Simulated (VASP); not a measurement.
# SnSe2 (P-3m1) in VASP: notebook, part 2 of 2

VASP 6.6.1. The steps go on from the part before.

## (4) Relaxation of cell and atoms, PBE+D3(BJ)

This run uses another cell than the first one, of 25.73 Å³/atom, 1.003 times its volume.

File INCAR:

```
SYSTEM = SnSe2
PREC = Accurate ; ENCUT = 600
EDIFF = 1E-6 ; ISMEAR = 0
SIGMA = 0.1 ; LREAL = .False.
LASPH = .True. ; NELM = 100
ALGO = Normal ; ISIF = 3
LWAVE = .False. ; LCHARG = .False.
GGA = PE ; IVDW = 12
IBRION = 2 ; NSW = 100
EDIFFG = -0.05
```

File KPOINTS:

```
Automatic mesh
0
Gamma
  6 6 4
  0 0 0
```

File POSCAR:

```
SnSe2
1.0
    3.8109987816      0.0000000000      0.0000000000
   -1.9054993908      3.3004217586      0.0000000000
    0.0000000000      0.0000000000      6.1370000000
Sn Se
1 2
Direct
    0.0000000000      0.0000000000      0.0000000000
    0.3333333333      0.6666666667      0.2500000000
    0.6666666667      0.3333333333      0.7500000000
```

Potentials or basis: VASP PAW PBE potentials, release 64 (Sn_d, Se).

Run with:

```sh
cat potpaw_PBE.64/Sn_d/POTCAR potpaw_PBE.64/Se/POTCAR > POTCAR
mpirun -np 1 vasp_std > vasp.out
```

OUTCAR:

```text
SYSTEM = SnSe2
   PREC = Accurate
   ENCUT = 600
   EDIFF = 1E-6
   ISMEAR = 0
   LREAL = .False.
   LASPH = .True.
   NELM = 100
   ISIF = 3
   GGA = PE
   IVDW = 12
   IBRION = 2
   NSW = 100
   EDIFFG = -0.05
 IVDW          = 12

 ion  position               nearest neighbor table
   1  0.000  0.000  0.000-   2 2.68   3 2.68   2 2.68   3 2.68   3 2.68   2 2.68
   2  0.333  0.667  0.250-   1 2.68   1 2.68   1 2.68
   3  0.667  0.333  0.750-   1 2.68   1 2.68   1 2.68

  LATTYP: Found a hexagonal cell.
 ALAT       =     3.8109987816
 C/A-ratio  =     1.6103390087

  Lattice vectors:

 A1 = (   3.8109987816,   0.0000000000,   0.0000000000)
 A2 = (  -1.9054993908,   3.3004217586,   0.0000000000)
 A3 = (   0.0000000000,   0.0000000000,   6.1370000000)

Analysis of symmetry for initial positions (statically):
=====================================================================
 Subroutine PRICEL returns:
 Original cell was already a primitive cell.

 Routine SETGRP: Setting up the symmetry group for a
 hexagonal supercell.

 Subroutine GETGRP returns: Found 12 space group operations
 (whereof 12 operations were pure point group operations)
 out of a pool of 24 trial point group operations.

The static configuration has the point symmetry D_3d.

Analysis of symmetry for dynamics (positions and initial velocities):
=====================================================================
[... 276 lines left out ...]
  ---------------------------------------------------
  free  energy   TOTEN  =       -12.8733602923 eV

  energy  without entropy=      -12.8733602908  energy(sigma->0) =      -12.87336029

 E-fermi :   4.2506     XC(G=0):  -9.3718

 val. band max:        3.8839619041   @ k =   0.1667   0.0000   0.2500
 cond. band min:       4.6003921499   @ k =   0.5000   0.0000   0.5000
 fundamental gap:      0.7164302458
 Fermi energy:         4.2506194051

 k-point     1 :       0.0000    0.0000    0.0000
  band No.  band energies     occupation
      1     -17.3099      2.00000
      2     -17.3099      2.00000
      3     -17.2745      2.00000
      4     -17.2634      2.00000
      5     -17.2634      2.00000
      6      -9.7909      2.00000
[... 457 lines left out ...]
      4     -17.2635      2.00000
      5     -17.2447      2.00000
      6      -7.8229      2.00000
[... 9 lines left out ...]
     16       8.3347      0.00000
     17       9.8548      0.00000

[... ionic steps 4 to 10 ...]

--------------------------------------- Ionic step       11  -------------------------------------------

 number of electron      25.9999994 magnetization

------------------------ aborting loop because EDIFF is reached ----------------------------------------
[... 77 lines left out ...]
--------------------------------------- Ionic step       13  -------------------------------------------

 number of electron      25.9999996 magnetization

 Free energy of the ion-electron system (eV)
  ---------------------------------------------------
  ext. energy  EPLUGINS =         0.00000000
  ---------------------------------------------------
  free energy    TOTEN  =       -11.79591265 eV

  energy without entropy =      -11.79591238  energy(sigma->0) =      -11.79591251

 E-fermi :   4.6601     XC(G=0):  -9.5594

 val. band max:        4.3475624519   @ k =   0.1667   0.0000   0.0000
 cond. band min:       4.9725053439   @ k =   0.5000   0.0000   0.2500
 fundamental gap:      0.6249428920
 Fermi energy:         4.6600871948

 k-point     1 :       0.0000    0.0000    0.0000
  band No.  band energies     occupation
      1     -16.9830      2.00000
      2     -16.9830      2.00000
      3     -16.9506      2.00000
      4     -16.9389      2.00000
      5     -16.9389      2.00000
      6      -9.5104      2.00000
[... 503 lines left out ...]
  FREE ENERGIE OF THE ION-ELECTRON SYSTEM (eV)
  ---------------------------------------------------
  free  energy   TOTEN  =       -12.8870005176 eV

  energy  without entropy=      -12.8870002440  energy(sigma->0) =      -12.88700038

 reached required accuracy - stopping structural energy minimisation
```

OSZICAR:

```text
N       E                     dE             d eps       ncg     rms          rms(c)
DAV:   1     0.205748535828E+03    0.20575E+03   -0.13735E+04   824   0.192E+03
DAV:   2     0.102500420275E+02   -0.19550E+03   -0.19180E+03   888   0.418E+02
DAV:   3    -0.113042850758E+02   -0.21554E+02   -0.21008E+02   984   0.126E+02
[... 111 lines left out ...]
DAV:   2    -0.117975217756E+02    0.46336E-02   -0.12850E-02  1022   0.172E+00    0.217E-01
DAV:   3    -0.117959641522E+02    0.15576E-02   -0.43291E-03  1013   0.997E-01    0.459E-02
DAV:   4    -0.117959317262E+02    0.32426E-04   -0.27318E-04   882   0.165E-01    0.274E-02
DAV:   5    -0.117959132257E+02    0.18501E-04   -0.25968E-05  1116   0.605E-02    0.696E-03
DAV:   6    -0.117959126499E+02    0.57574E-06   -0.40944E-06   842   0.220E-02
  13 F= -.12887001E+02 E0= -.12887000E+02  d E =-.831714E-03
```

It took 4.1 min on 1 thread of Intel Xeon Platinum 8488C (Sapphire Rapids), shared host; peak memory 0.24 GiB.

What came out:

```
Free energy                            : -12.8870 eV
Relaxed volume                         : 25.59 Å³/atom
Relaxed cell                           : a = 3.842 Å, b = 3.842 Å, c = 6.005 Å, α = 90.00°, β = 90.00°, γ = 120.00°
Space group after relaxing (to 0.05 Å) : P-3m1 (No. 164)
Energy gained by relaxing              : 19.0 meV/atom
Ionic steps                            : 13
Pressure after relaxing                : 0.1 GPa
Largest force after relaxing           : 0.005 eV/Å
Band gap on the k mesh                 : 0.62 eV, indirect (least direct gap 0.80 eV)
Dispersion energy per atom             : -0.364 eV
```

Forces on the atoms (eV/Å):
```
Sn   0.000  0.000  0.000
Se   0.000  0.000 -0.005
Se   0.000  0.000  0.005
```

Step by step:
| step | energy change (eV) | largest force (eV/Å) | pressure (GPa) | volume (Å³) |
| --- | --- | --- | --- | --- |
| 1 | 0.0000 | 0.7387 | 3.09 | 77.19 |
| 2 | -0.0161 | 0.2699 | -2.66 | 82.86 |
| 3 | -0.0435 | 0.1472 | -0.36 | 80.26 |
| 4 | -0.0435 | 0.1578 | -0.28 | 80.20 |
| 5 | -0.0463 | 0.1201 | -0.18 | 79.75 |
| 6 | -0.0481 | 0.0706 | -0.03 | 79.17 |
| 7 | -0.0482 | 0.0538 | 0.03 | 78.98 |
| 8 | -0.0504 | 0.0334 | -0.05 | 78.74 |
| 9 | -0.0548 | 0.0244 | -0.29 | 78.03 |
| 10 | -0.0544 | 0.1344 | -0.55 | 76.57 |
| 11 | -0.0563 | 0.0672 | -0.39 | 77.40 |
| 12 | -0.0567 | 0.0378 | 0.34 | 76.35 |
| 13 | -0.0571 | 0.0051 | 0.05 | 76.78 |

Final structure:
```xyz
3
Lattice="3.8422 0.0000 0.0000 -1.9211 3.3275 0.0000 0.0000 0.0000 6.0055" Properties=species:S:1:pos:R:3 pbc="T T T"
Sn    0.0000    0.0000    0.0000
Se    0.0000    2.2183    1.5935
Se    1.9211    1.1092    4.4120
```

Levels at points of the mesh, in eV from the valence-band top:
```tsv
k point	band 9	band 10	band 11	band 12	band 13	band 14	band 15	band 16	band 17
(0.00, 0.00, 0.00)	-0.65	-0.65	-0.49	-0.49	-0.04	0.76	2.98	4.55	4.55
(0.50, 0.00, 0.00)	-4.27	-3.16	-2.59	-1.60	-0.30	1.18	3.57	4.96	5.08
(0.00, 0.00, 0.50)	-2.37	-0.82	-0.82	-0.22	-0.22	2.45	2.84	4.16	4.16
(0.50, 0.00, 0.50)	-4.94	-2.31	-1.98	-1.03	-0.92	0.68	3.97	4.60	5.81
```

Caveat: spin-orbit coupling is left out, which moves the levels of the heavy elements; the relaxation stopped at a loose force limit of 0.05 eV/Å, so its end isn't a converged minimum. A k mesh can miss the band edges.

## (5) Relaxation of cell and atoms, PBE+D3(BJ)

This run uses another cell than the first one, of 25.73 Å³/atom, 1.003 times its volume.

INCAR is that of step 4.

KPOINTS is that of step 4.

POSCAR is that of step 4.

Run with:

```sh
cat potpaw_PBE.64/Sn_d/POTCAR potpaw_PBE.64/Se/POTCAR > POTCAR
mpirun -np 1 vasp_std > vasp.out
```

Wall time 4 min (1 thread of AMD EPYC 7R43 (Zen 3), shared host); peak memory 0.2 GiB.

Results (log left out):

* Free energy: -12.8870 eV
* Relaxed volume: 25.59 Å³/atom
* Relaxed cell: a = 3.842 Å, b = 3.842 Å, c = 6.005 Å, α = 90.00°, β = 90.00°, γ = 120.00°
* Space group after relaxing (to 0.05 Å): P-3m1 (No. 164)
* Energy gained by relaxing: 19.0 meV/atom
* Ionic steps: 13
* Pressure after relaxing: 0.1 GPa
* Largest force after relaxing: 0.005 eV/Å
* Band gap on the k mesh: 0.62 eV, indirect (least direct gap 0.80 eV)
* Dispersion energy per atom: -0.364 eV

Forces in eV/Å, atoms in the order of the input:
```
Sn   0.000  0.000  0.000
Se   0.000  0.000 -0.005
Se   0.000  0.000  0.005
```

Stress tensor (GPa, compression positive):
```
 0.08  0.00  0.00
 0.00  0.08  0.00
 0.00  0.00 -0.01
```

The path:
```csv
step,energy change (eV),largest force (eV/Å),pressure (GPa),volume (Å³)
1,0.0000,0.7387,3.09,77.19
2,-0.0161,0.2699,-2.66,82.86
3,-0.0435,0.1472,-0.36,80.26
4,-0.0435,0.1578,-0.28,80.20
5,-0.0463,0.1201,-0.18,79.75
6,-0.0481,0.0706,-0.03,79.17
7,-0.0482,0.0538,0.03,78.98
8,-0.0504,0.0334,-0.05,78.74
9,-0.0548,0.0244,-0.29,78.03
10,-0.0544,0.1344,-0.55,76.57
11,-0.0563,0.0672,-0.39,77.40
12,-0.0567,0.0378,0.34,76.35
13,-0.0571,0.0051,0.05,76.78
```

Final structure:
```
CELL_PARAMETERS angstrom
3.84223 0.00000 0.00000
-1.92112 3.32747 0.00000
0.00000 0.00000 6.00550
ATOMIC_POSITIONS crystal
Sn 0.00000 0.00000 0.00000
Se 0.33333 0.66667 0.26534
Se 0.66667 0.33333 0.73466
```

Levels at points of the mesh, in eV from the valence-band top:
| k point | band 9 | band 10 | band 11 | band 12 | band 13 | band 14 | band 15 | band 16 | band 17 |
| --- | --- | --- | --- | --- | --- | --- | --- | --- | --- |
| (0.00, 0.00, 0.00) | -0.65 | -0.65 | -0.49 | -0.49 | -0.04 | 0.76 | 2.98 | 4.55 | 4.55 |
| (0.50, 0.00, 0.00) | -4.27 | -3.16 | -2.59 | -1.60 | -0.30 | 1.18 | 3.57 | 4.96 | 5.08 |
| (0.00, 0.00, 0.50) | -2.37 | -0.82 | -0.82 | -0.22 | -0.22 | 2.45 | 2.84 | 4.16 | 4.16 |
| (0.50, 0.00, 0.50) | -4.94 | -2.31 | -1.98 | -1.03 | -0.92 | 0.68 | 3.97 | 4.60 | 5.81 |

Caveat: spin-orbit coupling is left out, which moves the levels of the heavy elements; the relaxation stopped at a loose force limit of 0.05 eV/Å, so its end isn't a converged minimum.

## (6) Single point, PBE+D3(BJ)

This run uses another cell than the first one, of 25.58 Å³/atom, 0.997 times its volume.

File INCAR:

```
ALGO = Normal
EDIFF = 1E-6
ENCUT = 520
GGA = PE
ISIF = 2
ISMEAR = 0
IVDW = 12
LASPH = T
LCHARG = F
LREAL = F
LWAVE = F
NBANDS = 20
NELM = 100
PREC = Accurate
SIGMA = 0.03
```

File KPOINTS:

```
k-points
0
Gamma
  12 12 6
```

File POSCAR:

```
SnSe2
1.0
    3.8390485965      0.0000000000      0.0000000000
   -1.9195242983      3.3247136110      0.0000000000
    0.0000000000      0.0000000000      6.0116311009
Sn Se
1 2
Direct
    0.0000000000      0.0000000000      0.0000000000
    0.3333333333      0.6666666667      0.2651529964
    0.6666666667      0.3333333333      0.7348470036
```

Potentials or basis: VASP PAW PBE potentials, release 64 (Sn_d, Se).

Run with:

```sh
cat potpaw_PBE.64/Sn_d/POTCAR potpaw_PBE.64/Se/POTCAR > POTCAR
mpirun -np 1 vasp_std > vasp.out
```

Run time: 4.4 min. Hardware: 1 thread of AMD EPYC 7R13 (Zen 3), shared host; peak memory 0.27 GiB.

It converged, with:

| Quantity | Value |
| --- | --- |
| Free energy | -12.8984 eV |
| Pressure | 0.1 GPa |
| Largest force | 0.013 eV/Å |
| Band gap on the k mesh | 0.35 eV, indirect (least direct gap 0.82 eV) |
| Dispersion energy per atom | -0.364 eV |

Forces in eV/Å, atoms in the order of the input:
```
Sn   0.000  0.000  0.000
Se   0.000  0.000  0.013
Se   0.000  0.000 -0.013
```

Levels at points of the mesh, in eV from the valence-band top:
```
           k point  band 11  band 12  band 13  band 14  band 15  band 16
(0.00, 0.00, 0.00)    -0.57    -0.57    -0.14     0.68     2.90     4.46
(0.50, 0.00, 0.00)    -2.69    -1.70    -0.40     1.09     3.48     4.87
(0.00, 0.00, 0.50)    -0.91    -0.31    -0.31     2.37     2.75     4.08
(0.50, 0.00, 0.50)    -2.08    -1.12    -1.01     0.59     3.88     4.50
```

Caveat: spin-orbit coupling is left out, which moves the levels of the heavy elements. A k mesh can miss the band edges.

## (7) Summary

| task | cell | k mesh | cutoff (eV) | smearing | gap on the mesh (eV) | pressure (GPa) | largest force (eV/Å) |
| --- | --- | --- | --- | --- | --- | --- | --- |
| single point | a = 3.840, b = 3.840, c = 6.023 Å, angles 90.0, 90.0, 120.0°, 3 atoms | 6 × 6 × 4 | 520 | gaussian 0.1 eV | 0.64 | 0.0 | - |
| single point | a = 3.839, b = 3.839, c = 12.023 Å, angles 90.0, 90.0, 120.0°, 6 atoms | 6 × 6 × 2 | 520 | gaussian 0.03 eV | 0.63 | 0.1 | - |
| relaxation of cell and atoms | relaxed from a = 3.811, b = 3.811, c = 6.137 Å, angles 90.0, 90.0, 120.0°, 3 atoms | 6 × 6 × 4 | 600 | gaussian 0.1 eV | 0.62 | 0.1 | 0.01 |
| single point | a = 3.839, b = 3.839, c = 6.012 Å, angles 90.0, 90.0, 120.0°, 3 atoms | 12 × 12 × 6 | 520 | gaussian 0.03 eV | 0.35 | 0.1 | 0.01 |

Alike in all rows: level PBE+D3(BJ); potentials or basis VASP PAW PBE potentials, release 64 (Sn_d, Se); no spin polarisation.

Caveats: spin-orbit coupling is left out, which moves the levels of the heavy elements; the relaxation stopped at a loose force limit of 0.05 eV/Å, so its end isn't a converged minimum (some runs).

Absolute energies hang on the potentials; compare differences alone.
